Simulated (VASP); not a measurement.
# CdS (I-43m) in VASP: single point with r2SCAN

Aim: the single point of CdS with r2SCAN.

Everything below comes from runs of VASP 6.6.1. Logs are shortened: lines on timing, memory, paths and dates and some standing lists are left out, and cuts for length are marked.

### Step 1. The cell of the first run

The structure is cubic, space group I-43m (No. 217). Conventional cell: a = 8.085 Å, b = 8.085 Å, c = 8.085 Å, α = 90.00°, β = 90.00°, γ = 90.00°. Cd (site symmetry 3m) has 4 S at 2.47 to 2.62 Å within 3.3 Å. Within 3.3 Å of S (site symmetry 3m) lie 4 Cd at 2.47 to 2.62 Å.

### Step 2. Single point, r2SCAN

POSCAR

```
CdS
1.0
   -4.0423742092      4.0423742092      4.0423742092
    4.0423742092     -4.0423742092      4.0423742092
    4.0423742092      4.0423742092     -4.0423742092
Cd S
4 4
Direct
    0.3214674958      0.3214674958      0.3214674958
    0.0000000000      0.0000000000      0.6785325042
    0.0000000000      0.6785325042      0.0000000000
    0.6785325042      0.0000000000      0.0000000000
    0.6738324858      0.6738324858      0.6738324858
    0.0000000000      0.0000000000      0.3261675142
    0.0000000000      0.3261675142      0.0000000000
    0.3261675142      0.0000000000      0.0000000000
```

INCAR.step1

```
SYSTEM = CdS
  PREC = Accurate
  ENCUT = 520
  ISMEAR = 0
  SIGMA = 0.02
  LREAL = .FALSE.
  LASPH = .TRUE.
  NELM = 80
  NBANDS = 46
  GGA = PE
  ALGO = Normal
  EDIFF = 1E-4
  LWAVE = .TRUE.
  LCHARG = .FALSE.
```

INCAR.step2

```
SYSTEM = CdS
  PREC = Accurate
  ENCUT = 520
  EDIFF = 1E-6
  ISMEAR = 0
  SIGMA = 0.02
  LREAL = .FALSE.
  LASPH = .TRUE.
  NELM = 80
  ALGO = Normal
  ISIF = 2
  LWAVE = .FALSE.
  LCHARG = .FALSE.
  METAGGA = R2SCAN
  LMIXTAU = .TRUE.
  NBANDS = 46
  ISTART = 1
```

KPOINTS

```
Automatic mesh
0
G
  6 6 6
  0 0 0
```

Potentials or basis: VASP PAW PBE potentials, release 64 (Cd, S).

Command:

```sh
> cat potpaw_PBE.64/Cd/POTCAR potpaw_PBE.64/S/POTCAR > POTCAR
> cp INCAR.step1 INCAR
> mpirun -np 1 vasp_std > vasp.out
> cp INCAR.step2 INCAR
> mpirun -np 1 vasp_std > vasp.out
```

OUTCAR:

```text
SYSTEM = CdS
   PREC = Accurate
   ENCUT = 520
   EDIFF = 1E-6
   ISMEAR = 0
   LREAL = .FALSE.
   LASPH = .TRUE.
   NELM = 80
   ISIF = 2
   METAGGA = R2SCAN
   ISTART = 1

 ion  position               nearest neighbor table
   1  0.321  0.321  0.321-   5 2.47   6 2.62   7 2.62   8 2.62   2 3.68   3 3.68   4 3.68
   2  0.000  0.000  0.679-   6 2.47   5 2.62   7 2.62   8 2.62   3 3.68   4 3.68   1 3.68
   3  0.000  0.679  0.000-   7 2.47   5 2.62   6 2.62   8 2.62   2 3.68   4 3.68   1 3.68
   4  0.679  0.000  0.000-   8 2.47   5 2.62   7 2.62   6 2.62   2 3.68   3 3.68   1 3.68
   5  0.674  0.674  0.674-   1 2.47   3 2.62   4 2.62   2 2.62
   6  0.000  0.000  0.326-   2 2.47   1 2.62   3 2.62   4 2.62
   7  0.000  0.326  0.000-   3 2.47   2 2.62   4 2.62   1 2.62
   8  0.326  0.000  0.000-   4 2.47   3 2.62   2 2.62   1 2.62

  LATTYP: Found a body centered cubic cell.
 ALAT       =     8.0847484184

  Lattice vectors:

 A1 = (  -4.0423742092,   4.0423742092,   4.0423742092)
 A2 = (   4.0423742092,  -4.0423742092,   4.0423742092)
 A3 = (   4.0423742092,   4.0423742092,  -4.0423742092)

Analysis of symmetry for initial positions (statically):
=====================================================================
 Subroutine PRICEL returns:
 Original cell was already a primitive cell.

 Routine SETGRP: Setting up the symmetry group for a
 body centered cubic supercell.

 Subroutine GETGRP returns: Found 24 space group operations
 (whereof 24 operations were pure point group operations)
 out of a pool of 48 trial point group operations.

The static configuration has the point symmetry T_d .

Analysis of symmetry for dynamics (positions and initial velocities):
=====================================================================
 Subroutine PRICEL returns:
 Original cell was already a primitive cell.

 Routine SETGRP: Setting up the symmetry group for a
 body centered cubic supercell.

 Subroutine GETGRP returns: Found 24 space group operations
 (whereof 24 operations were pure point group operations)
 out of a pool of 48 trial point group operations.

The dynamic configuration has the point symmetry T_d .

 Subroutine INISYM returns: Found 24 space group operations
 (whereof 24 operations are pure point group operations),
 and found     1 'primitive' translations

[... 95 lines left out ...]
   ENCUT  =  520.0 eV  38.22 Ry    6.18 a.u.  13.02 13.02 13.02*2*pi/ulx,y,z
   NELM   =     80;   NELMIN=  2; NELMDL=  0     # of ELM steps
   EDIFF  = 0.1E-05   stopping-criterion for ELM
   LREAL  =      F    real-space projection
[... 7 lines left out ...]
   TEBEG  =    0.0;   TEEND  =   0.0 temperature during run
   PSTRESS=    0.0 pullay stress
   NELECT =      72.0000    total number of electrons
   NUPDOWN=      -1.0000    fix difference up-down
   EMIN   =  10.00;   EMAX   =-10.00  energy-range for DOS
   EFERMI =   0.00;   METHOD = LEGACY
   ISMEAR =     0;   SIGMA  =   0.02  broadening in eV -4-tet -1-fermi 0-gaus
   EFERMI_NEDOS =   21; number of points for ismear=-14 and -15
   IALGO  =     38    algorithm
   IMIX   =      4    mixing-type and parameters
     AMIX     =   0.40;   BMIX     =  1.00
     AMIX_MAG =   1.60;   BMIX_MAG =  1.00
  volume/ion in A,a.u.               =      33.03       222.88
  Fermi-wavevector in a.u.,A,eV,Ry     =   1.061359  2.005679 15.326743  1.126484
  Thomas-Fermi vector in A             =   2.196773
   LORBIT       =      0    0 simple, 1 ext, 2 COOP (PROOUT), +10 PAW based schemes
   METAGGA = R2SCAN    functional components
   LHFCALC =     F    Hartree Fock is set to
   AEXX    =    0.0000 exact exchange contribution
   IVDW    =     0    specifies the selected vdW correction
   LEPSILON=     F    determine dielectric tensor
   LRPA    =     F    only Hartree local field effects (RPA)
 non-spin polarized calculation
 Gauss-broadening in eV      SIGMA  =   0.02
  energy-cutoff  :      520.00
  volume of cell :      264.22
 maximum number of plane-waves:      7136
 NGX is ok and might be reduce to    54
   NGX = 25   NGY = 25   NGZ = 25

 number of electron      72.0000010 magnetization

 Free energy of the ion-electron system (eV)
  ---------------------------------------------------
  ext. energy  EPLUGINS =         0.00000000
  ---------------------------------------------------
  free energy    TOTEN  =      -117.52774767 eV

  energy without entropy =     -117.52774767  energy(sigma->0) =     -117.52774767

 E-fermi :  -0.7943     XC(G=0):  -8.0279

 val. band max:       -0.9345472772   @ k =   0.5000   0.5000   0.5000
 cond. band min:       1.0075051441   @ k =   0.0000   0.0000   0.0000
 fundamental gap:      1.9420524213
 Fermi energy:        -0.7943126357

 k-point     1 :       0.0000    0.0000    0.0000
  band No.  band energies     occupation
      1     -13.2887      2.00000
      2     -12.6887      2.00000
      3     -12.6887      2.00000
      4     -12.6887      2.00000
      5      -8.6154      2.00000
      6      -8.6154      2.00000
[... 773 lines left out ...]
     45       5.6012      0.00000
     46       6.5818      0.00000

------------------------ aborting loop because EDIFF is reached ----------------------------------------

  FORCE on cell =-STRESS in cart. coord.  units (eV):
  Direction    XX          YY          ZZ          XY          YZ          ZX
  --------------------------------------------------------------------------------------
  -------------------------------------------------------------------------------------
  Total       -1.1690258     -1.1690258     -1.1690258     -0.0000000     -0.0000000      0.0000000
  in kB       -7.0886765     -7.0886765     -7.0886765     -0.0000000     -0.0000000      0.0000000
  external PRESSURE =      -7.0886765 kB  Pullay stress =       0.0000000 kB

 VOLUME and BASIS-vectors are now :
 -----------------------------------------------------------------------------
  energy-cutoff  :      520.00
  volume of cell :      264.22
      direct lattice vectors                 reciprocal lattice vectors
    -4.042374209  4.042374209  4.042374209     0.000000000  0.123689687  0.123689687
     4.042374209 -4.042374209  4.042374209     0.123689687  0.000000000  0.123689687
     4.042374209  4.042374209 -4.042374209     0.123689687  0.123689687  0.000000000

 POSITION                                       TOTAL-FORCE (eV/Angst)
 -----------------------------------------------------------------------------------
      1.29949      1.29949      1.29949        -0.022628     -0.022628     -0.022628
      2.74288      2.74288     -2.74288         0.022628      0.022628     -0.022628
      2.74288     -2.74288      2.74288         0.022628     -0.022628      0.022628
     -2.74288      2.74288      2.74288        -0.022628      0.022628      0.022628
      2.72388      2.72388      2.72388        -0.023260     -0.023260     -0.023260
      1.31849      1.31849     -1.31849         0.023260      0.023260     -0.023260
      1.31849     -1.31849      1.31849         0.023260     -0.023260      0.023260
     -1.31849      1.31849      1.31849        -0.023260      0.023260      0.023260
 -----------------------------------------------------------------------------------
    total drift:                                0.000007      0.000007      0.000008

  FREE ENERGIE OF THE ION-ELECTRON SYSTEM (eV)
  ---------------------------------------------------
  free  energy   TOTEN  =      -117.5277476668 eV

  energy  without entropy=     -117.5277476668  energy(sigma->0) =     -117.52774767
```

OUTCAR.step1:

```text
SYSTEM = CdS
   PREC = Accurate
   ENCUT = 520
   ISMEAR = 0
   LREAL = .FALSE.
   LASPH = .TRUE.
   NELM = 80
[... 1017 lines left out ...]
      1.31849      1.31849     -1.31849         0.005589      0.005589     -0.005589
      1.31849     -1.31849      1.31849         0.005589     -0.005589      0.005589
     -1.31849      1.31849      1.31849        -0.005589      0.005589      0.005589
 -----------------------------------------------------------------------------------
    total drift:                                0.000000      0.000000      0.000001

  FREE ENERGIE OF THE ION-ELECTRON SYSTEM (eV)
  ---------------------------------------------------
  free  energy   TOTEN  =       -23.6788475585 eV

  energy  without entropy=      -23.6788475585  energy(sigma->0) =      -23.67884756
```

It took 15 min on 1 thread of Intel Xeon Platinum 8259CL at 2.50GHz (Skylake/Cascade Lake), shared host; peak memory 0.49 GiB.

Results:

```
Free energy            : -117.5277 eV
Pressure               : -0.7 GPa
Largest force          : 0.040 eV/Å
Band gap on the k mesh : 1.94 eV, indirect (least direct gap 1.95 eV)
```

Forces in eV/Å, atoms in the order of the input:
```
Cd  -0.023 -0.023 -0.023
Cd   0.023  0.023 -0.023
Cd   0.023 -0.023  0.023
Cd  -0.023  0.023  0.023
S   -0.023 -0.023 -0.023
S    0.023  0.023 -0.023
S    0.023 -0.023  0.023
S   -0.023  0.023  0.023
```

Caveat: the PAW data sets were made with another functional, which shifts forces and pressure a little.
